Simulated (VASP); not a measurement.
# Ga (Fd-3m) in VASP: a series of runs

The runs below take Ga through single point, with PBE.

All numbers are computed with VASP 6.6.1; they aren't measurements. Logs are shortened: lines on timing, memory, paths and dates and some standing lists are left out, and cuts for length are marked.

### 1 The cell of the first run

Symmetry: Fd-3m, No. 227, cubic system. Conventional cell: a = 4.968 Å, b = 4.968 Å, c = 4.968 Å, α = 90.00°, β = 90.00°, γ = 90.00°. Ga (site symmetry -43m) has 4 Ga at 2.15 Å within 2.8 Å.

This isn't the form of Ga at room conditions, which is orthorhombic.

### 2 Single point, PBE

Contents of INCAR:

```
PREC = Accurate
ENCUT = 500
EDIFF = 1E-6
ISMEAR = 1
SIGMA = 0.05
LREAL = False
LASPH = True
NELM = 120
ALGO = Normal
ISIF = 2
LWAVE = False
LCHARG = True
GGA = PE
LELF = True
LVHAR = True
NBANDS = 20
GGA_COMPAT = False
```

Contents of KPOINTS:

```
regular mesh
0
Gamma
  8 8 8
```

Contents of POSCAR:

```
Ga
1.0
    0.0000000000      2.4838319752      2.4838319752
    2.4838319752      0.0000000000      2.4838319752
    2.4838319752      2.4838319752      0.0000000000
Ga
2
Direct
    1.0000000000      1.0000000000      1.0000000000
    0.2500000000      0.2500000000      0.2500000000
```

Potentials or basis: VASP PAW PBE potentials, release 64 (Ga_d).

The run is started by

```
cat potpaw_PBE.64/Ga_d/POTCAR > POTCAR
mpirun -np 1 vasp_std > vasp.out
```

OUTCAR:

```text
PREC = Accurate
   ENCUT = 500
   EDIFF = 1E-6
   ISMEAR = 1
   LREAL = False
   LASPH = True
   NELM = 120
   ISIF = 2
   GGA = PE

 ion  position               nearest neighbor table
   1  0.000  0.000  0.000-   2 2.15   2 2.15   2 2.15   2 2.15
   2  0.250  0.250  0.250-   1 2.15   1 2.15   1 2.15   1 2.15

  LATTYP: Found a face centered cubic cell.
 ALAT       =     4.9676639504

  Lattice vectors:

 A1 = (   0.0000000000,   2.4838319752,   2.4838319752)
 A2 = (   2.4838319752,   0.0000000000,   2.4838319752)
 A3 = (   2.4838319752,   2.4838319752,   0.0000000000)

Analysis of symmetry for initial positions (statically):
=====================================================================
 Subroutine PRICEL returns:
 Original cell was already a primitive cell.

 Routine SETGRP: Setting up the symmetry group for a
 face centered cubic supercell.

 Subroutine GETGRP returns: Found 48 space group operations
 (whereof 24 operations were pure point group operations)
 out of a pool of 48 trial point group operations.

The static configuration has the point symmetry T_d .
 The point group associated with its full space group is O_h .

Analysis of symmetry for dynamics (positions and initial velocities):
=====================================================================
 Subroutine PRICEL returns:
 Original cell was already a primitive cell.

 Routine SETGRP: Setting up the symmetry group for a
 face centered cubic supercell.

 Subroutine GETGRP returns: Found 48 space group operations
 (whereof 24 operations were pure point group operations)
 out of a pool of 48 trial point group operations.

The dynamic configuration has the point symmetry T_d .
 The point group associated with its full space group is O_h .

 Subroutine INISYM returns: Found 48 space group operations
 (whereof 24 operations are pure point group operations),
 and found     1 'primitive' translations

----------------------------------------------------------------------------------------

                                     Primitive cell

  volume of cell :      30.6476

  direct lattice vectors                    reciprocal lattice vectors
     0.000000000  2.483831975  2.483831975    -0.201301861  0.201301861  0.201301861
     2.483831975  0.000000000  2.483831975     0.201301861 -0.201301861  0.201301861
     2.483831975  2.483831975  0.000000000     0.201301861  0.201301861 -0.201301861

  length of vectors
     3.512668866  3.512668866  3.512668866     0.348665052  0.348665052  0.348665052

  position of ions in fractional coordinates (direct lattice)
     0.000000000  0.000000000  0.000000000
     0.250000000  0.250000000  0.250000000

  ion indices of the primitive-cell ions
   primitive index   ion index
                 1           1
                 2           2

----------------------------------------------------------------------------------------

 KPOINTS: regular mesh

Automatic generation of k-mesh.
 Grid dimensions read from file:
 generate k-points for:    8    8    8

 Generating k-lattice:

  Cartesian coordinates                     Fractional coordinates (reciprocal lattice)
    -0.025162733  0.025162733  0.025162733     0.125000000  0.000000000  0.000000000
     0.025162733 -0.025162733  0.025162733     0.000000000  0.125000000  0.000000000
     0.025162733  0.025162733 -0.025162733     0.000000000  0.000000000  0.125000000

  Length of vectors
     0.043583131  0.043583131  0.043583131

  Shift w.r.t. Gamma in fractional coordinates (k-lattice)
     0.000000000  0.000000000  0.000000000

 Subroutine IBZKPT returns following result:
 ===========================================

 Found     29 irreducible k-points:

 Following reciprocal coordinates:
            Coordinates               Weight
  0.000000  0.000000  0.000000      1.000000
  0.125000  0.000000  0.000000      8.000000
  0.250000  0.000000  0.000000      8.000000
  0.375000  0.000000  0.000000      8.000000
  0.500000  0.000000  0.000000      4.000000
  0.125000  0.125000  0.000000      6.000000
[... 16 lines left out ...]
  0.500000  0.250000  0.125000     48.000000
 -0.375000  0.250000  0.125000     24.000000
 [... further k-points ...]
   k-points           NKPTS =     29   k-points in BZ     NKDIM =     29   number of bands    NBANDS=     20
   number of dos      NEDOS =    301   number of ions     NIONS =      2
   total plane-waves  NPLWV =  21952
   dimension x,y,z NGX =    28 NGY =   28 NGZ =   28
   dimension x,y,z NGXF=    56 NGYF=   56 NGZF=   56
   ions per type =               2
   NGX,Y,Z   is equivalent  to a cutoff of  13.25, 13.25, 13.25 a.u.
   NGXF,Y,Z  is equivalent  to a cutoff of  26.50, 26.50, 26.50 a.u.
 SYSTEM =  unknown system
   PREC   = accura    normal or accurate (medium, high low for compatibility)
   ISTART =      0    job   : 0-new  1-cont  2-samecut
   ICHARG =      2    charge: 1-file 2-atom 10-const
   ISPIN  =      1    spin polarized calculation?
   LNONCOLLINEAR =      F non collinear calculations
   LSORBIT =      F    spin-orbit coupling
   LASPH  =      T    aspherical Exc in radial PAW
   ENCUT  =  500.0 eV  36.75 Ry    6.06 a.u.   6.40  6.40  6.40*2*pi/ulx,y,z
   NELM   =    120;   NELMIN=  2; NELMDL= -5     # of ELM steps
   EDIFF  = 0.1E-05   stopping-criterion for ELM
   LREAL  =      F    real-space projection
   EDIFFG = 0.1E-04   stopping-criterion for IOM
   NSW    =      0    number of steps for IOM
   IBRION =     -1    ionic relax: 0-MD 1-quasi-New 2-CG
   NFREE  =      0    steps in history (QN), initial steepest desc. (CG)
   ISIF   =      2    stress and relaxation
   ISYM   =      2    0-nonsym 1-usesym 2-fastsym
   POTIM  = 0.5000    time-step for ionic-motion
   TEBEG  =    0.0;   TEEND  =   0.0 temperature during run
   PSTRESS=    0.0 pullay stress
   NELECT =      26.0000    total number of electrons
   NUPDOWN=      -1.0000    fix difference up-down
   EMIN   =  10.00;   EMAX   =-10.00  energy-range for DOS
   EFERMI =   0.00;   METHOD = LEGACY
   ISMEAR =     1;   SIGMA  =   0.05  broadening in eV -4-tet -1-fermi 0-gaus
   EFERMI_NEDOS =   21; number of points for ismear=-14 and -15
   IALGO  =     38    algorithm
   IMIX   =      4    mixing-type and parameters
     AMIX     =   0.40;   BMIX     =  1.00
     AMIX_MAG =   1.60;   BMIX_MAG =  1.00
  volume/ion in A,a.u.               =      15.32       103.41
  Fermi-wavevector in a.u.,A,eV,Ry     =   1.549769  2.928639 32.678269  2.401785
  Thomas-Fermi vector in A             =   2.654529
   LORBIT       =      0    0 simple, 1 ext, 2 COOP (PROOUT), +10 PAW based schemes
   GGA     = PE    functional components
   LHFCALC =     F    Hartree Fock is set to
   AEXX    =    0.0000 exact exchange contribution
   IVDW    =     0    specifies the selected vdW correction
   LEPSILON=     F    determine dielectric tensor
   LRPA    =     F    only Hartree local field effects (RPA)
 non-spin polarized calculation
 Methfessel and Paxton  Order N= 1 SIGMA  =   0.05
  energy-cutoff  :      500.00
  volume of cell :       30.65
 maximum number of plane-waves:       791
 NGX is ok and might be reduce to    28
   NGX = 13   NGY = 13   NGZ = 13

 number of electron      26.0000017 magnetization

 Free energy of the ion-electron system (eV)
  ---------------------------------------------------
  ext. energy  EPLUGINS =         0.00000000
  ---------------------------------------------------
  free energy    TOTEN  =        -2.86662217 eV

  energy without entropy =       -2.86452798  energy(sigma->0) =       -2.86592411

 E-fermi :   6.9692     XC(G=0): -11.7878

 val. band max:        6.9536441736   @ k =  -0.3750   0.1250   0.0000
 cond. band min:       6.9726306009   @ k =   0.3750   0.2500   0.0000
 fundamental gap:      0.0189864273
 Fermi energy:         6.9692329683

 k-point     1 :       0.0000    0.0000    0.0000
  band No.  band energies     occupation
      1      -8.9083      2.00000
      2      -8.9083      2.00000
      3      -8.9083      2.00000
      4      -8.8311      2.00000
      5      -8.8311      2.00000
      6      -7.9805      2.00000
[... 12 lines left out ...]
     19      17.2438      0.00000
     20      20.9115      0.00000

 k-point     2 :       0.1250    0.0000    0.0000
  band No.  band energies     occupation
      1      -8.9543      2.00000
      2      -8.9543      2.00000
      3      -8.9008      2.00000
      4      -8.7641      2.00000
      5      -8.7641      2.00000
      6      -8.0096      2.00000
[... 12 lines left out ...]
     19      18.5856      0.00000
     20      19.0836      0.00000

 k-point     3 :       0.2500    0.0000    0.0000
  band No.  band energies     occupation
      1      -8.9851      2.00000
      2      -8.9851      2.00000
      3      -8.8837      2.00000
      4      -8.6927      2.00000
      5      -8.6927      2.00000
      6      -8.0792      2.00000
[... 12 lines left out ...]
     19      19.0324      0.00000
     20      19.0324      0.00000

 k-point     4 :       0.3750    0.0000    0.0000
  band No.  band energies     occupation
      1      -8.9811      2.00000
      2      -8.9811      2.00000
      3      -8.8666      2.00000
      4      -8.6741      2.00000
      5      -8.6741      2.00000
      6      -8.1500      2.00000
[... 12 lines left out ...]
     19      21.2013      0.00000
     20      21.2013      0.00000

 k-point     5 :       0.5000    0.0000    0.0000
  band No.  band energies     occupation
      1      -8.9717      2.00000
      2      -8.9717      2.00000
      3      -8.8589      2.00000
      4      -8.6799      2.00000
      5      -8.6799      2.00000
      6      -8.1802      2.00000
[... 12 lines left out ...]
     19      23.7103      0.00000
     20      23.7104      0.00000
[... 353 lines left out ...]
      6      -8.2554      2.00000
[... 12 lines left out ...]
     19      26.0654      0.00000
     20      26.0715      0.00000

 k-point    22 :       0.3750    0.2500    0.1250
  band No.  band energies     occupation
      1      -9.0472      2.00000
      2      -8.9831      2.00000
      3      -8.8674      2.00000
      4      -8.6660      2.00000
      5      -8.5211      2.00000
      6      -8.3135      2.00000
[... 12 lines left out ...]
     19      20.0590      0.00000
     20      22.1735      0.00000

 k-point    23 :       0.5000    0.2500    0.1250
  band No.  band energies     occupation
      1      -9.0620      2.00000
      2      -9.0223      2.00000
      3      -8.7954      2.00000
      4      -8.6175      2.00000
      5      -8.4754      2.00000
      6      -8.3384      2.00000
[... 12 lines left out ...]
     19      21.3434      0.00000
     20      22.3661      0.00000

 k-point    24 :      -0.3750    0.2500    0.1250
  band No.  band energies     occupation
      1      -9.0757      2.00000
      2      -9.0252      2.00000
      3      -8.7664      2.00000
      4      -8.5806      2.00000
      5      -8.4868      2.00000
      6      -8.3262      2.00000
[... 12 lines left out ...]
     19      19.4468      0.00000
     20      21.8191      0.00000

 [... further k-points ...]

------------------------ aborting loop because EDIFF is reached ----------------------------------------

  FORCE on cell =-STRESS in cart. coord.  units (eV):
  Direction    XX          YY          ZZ          XY          YZ          ZX
  --------------------------------------------------------------------------------------
  -------------------------------------------------------------------------------------
  Total       11.5587036     11.5587036     11.5587036      0.0000000      0.0000000      0.0000000
  in kB      604.2589241    604.2589241    604.2589241      0.0000000      0.0000000      0.0000000
  external PRESSURE =     604.2589241 kB  Pullay stress =       0.0000000 kB

 VOLUME and BASIS-vectors are now :
 -----------------------------------------------------------------------------
  energy-cutoff  :      500.00
  volume of cell :       30.65
      direct lattice vectors                 reciprocal lattice vectors
     0.000000000  2.483831975  2.483831975    -0.201301861  0.201301861  0.201301861
     2.483831975  0.000000000  2.483831975     0.201301861 -0.201301861  0.201301861
     2.483831975  2.483831975  0.000000000     0.201301861  0.201301861 -0.201301861

 POSITION                                       TOTAL-FORCE (eV/Angst)
 -----------------------------------------------------------------------------------
      0.00000      0.00000      0.00000         0.000000      0.000000      0.000000
      1.24192      1.24192      1.24192        -0.000000     -0.000000     -0.000000
 -----------------------------------------------------------------------------------
    total drift:                                0.000000      0.000000      0.000000

  FREE ENERGIE OF THE ION-ELECTRON SYSTEM (eV)
  ---------------------------------------------------
  free  energy   TOTEN  =        -2.8666221714 eV

  energy  without entropy=       -2.8645279808  energy(sigma->0) =       -2.86592411
```

Run time: 42 s. Hardware: 1 thread of Intel Xeon Platinum 8175M at 2.50GHz (Skylake/Cascade Lake), shared host; peak memory 0.15 GiB.

Results:

```
Free energy            : -2.8666 eV
Pressure               : 60.4 GPa
Band gap on the k mesh : zero (bands 13 and 14 overlap by 7.43 eV)
```

Levels at points of the mesh, in eV from the Fermi level:
| k point | band 11 | band 12 | band 13 | band 14 | band 15 | band 16 |
| --- | --- | --- | --- | --- | --- | --- |
| (0.00, 0.00, 0.00) | -12.73 | 4.48 | 4.48 | 4.48 | 6.32 | 6.32 |
| (0.50, 0.00, 0.00) | -8.80 | -6.77 | 1.94 | 1.94 | 6.31 | 7.18 |
| (0.50, 0.50, 0.00) | -6.65 | -6.65 | -1.17 | -1.17 | 3.36 | 3.36 |

Caveat: the cell stands under pressure.

(Part 1 of 2 ends here.)
